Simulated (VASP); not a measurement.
Wanted: the native input for a VASP 6.6.1 run.

```
Task                   : relaxation of cell and atoms
Functional             : PBEsol
Potentials or basis    : VASP PAW PBE potentials, release 64 (Hg)
Cutoff                 : 600 eV
k mesh                 : 17 × 17 × 17
Occupations            : fermi-dirac, width 0.08 eV
Spin                   : no spin polarisation
Target pressure        : 96 GPa
Dipole correction      : no
Further INCAR settings : ALGO = Normal; EDIFF = 1e-06; IBRION = 2; EDIFFG = -0.005; NSW = 32; ISIF = 3
```

The structure of Hg lies in POSCAR:

```
Hg
1.0
   -1.5385709228      1.5385709228      1.5385709228
    1.5385709228     -1.5385709228      1.5385709228
    1.5385709228      1.5385709228     -1.5385709228
Hg
1
Direct
    0.0000000000      0.0000000000      0.0000000000
```

One way to write it, as run:

INCAR

```
SYSTEM = Hg
  PREC = Accurate
  ENCUT = 600
  EDIFF = 1E-6
  ISMEAR = -1
  SIGMA = 0.08
  LREAL = .FALSE.
  LASPH = .TRUE.
  NELM = 60
  ALGO = Normal
  ISIF = 3
  LWAVE = .FALSE.
  LCHARG = .FALSE.
  GGA = PS
  IBRION = 2
  NSW = 32
  EDIFFG = -0.005
  PSTRESS = 960.0
```

KPOINTS

```
regular mesh
0
G
  17 17 17
  0 0 0
```

Potentials or basis: VASP PAW PBE potentials, release 64 (Hg).

Launch:

```sh
$ cat potpaw_PBE.64/Hg/POTCAR > POTCAR
$ mpirun -np 1 vasp_std > vasp.out
```

It gave:

* Relaxed volume: 14.72 Å³/atom
* Relaxed cell: a = 2.674 Å, b = 2.674 Å, c = 2.674 Å, α = 109.47°, β = 109.47°, γ = 109.47°
* Space group after relaxing (to 0.1 Å): Im-3m (No. 229)
* Energy change on relaxing (the run minimises the enthalpy): -92.6 meV/atom
* Ionic steps: 4
* Pressure after relaxing: 96.0 GPa
* Band gap on the k mesh: zero (bands 6 and 7 overlap by 2.89 eV)

Caveat: the cell is relaxed towards a set pressure, so the run minimises the enthalpy, not the energy; the PAW data sets were made with another functional, which shifts forces and pressure a little; spin-orbit coupling is left out, which moves the levels of the heavy elements.

Wall time 24 s on 1 thread of Intel(R) Xeon(R) 6975P-C (Granite Rapids) (shared host), peak memory 0.17 GiB.
